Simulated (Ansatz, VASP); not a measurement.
NaTe3As: VASP beside Ansatz

```xyz
10
Lattice="4.2630 2.4613 4.6541 -4.2630 2.4613 4.6541 0.0000 -4.9225 4.6541" Properties=species:S:1:pos:R:3 pbc="T T T"
Na    0.0000    0.0000   10.4718
Na    0.0000    0.0000    3.4906
Te   -0.9616   -2.4613    5.8177
Te   -1.6507    2.0634    5.8177
Te    0.9616    2.4613    8.1447
Te   -2.6123   -0.3979    8.1447
Te    1.6507   -2.0634    8.1447
Te    2.6123    0.3979    5.8177
As    0.0000    0.0000    6.9812
As    0.0000    0.0000    0.0000
```

Alike in both runs: functional PBE; k mesh 6 × 6 × 6; occupations gaussian, width 0.1 eV; no spin polarisation.

Ansatz relaxed the structure, and its values are those at the end. VASP's run is a single point on that final structure, the one shown.

|  | VASP | Ansatz |
| --- | --- | --- |
| version | VASP 6.6.1 | Ansatz 0.2.0 |
| potentials or method | VASP PAW PBE potentials, release 64 (Na_pv, Te, As), cutoff 520 eV | scalar-relativistic, plane waves, PAW |
| valence electrons in the cell | 60 | 144 |

```tsv
	VASP	Ansatz	Ansatz less VASP
gap on the k mesh at the Fermi level (eV)	none	none	-
pressure (GPa)	0.0	0.0	0.00
```

A gap of «none» marks a metal or a gap that the smearing closes. With one functional, cell and mesh, what is left measures potentials, basis and numerics. VASP's potentials hold 60 valence electrons a cell and Ansatz's 144, so a difference there can come from the potentials and not from the codes.

Spin-orbit coupling is off throughout.
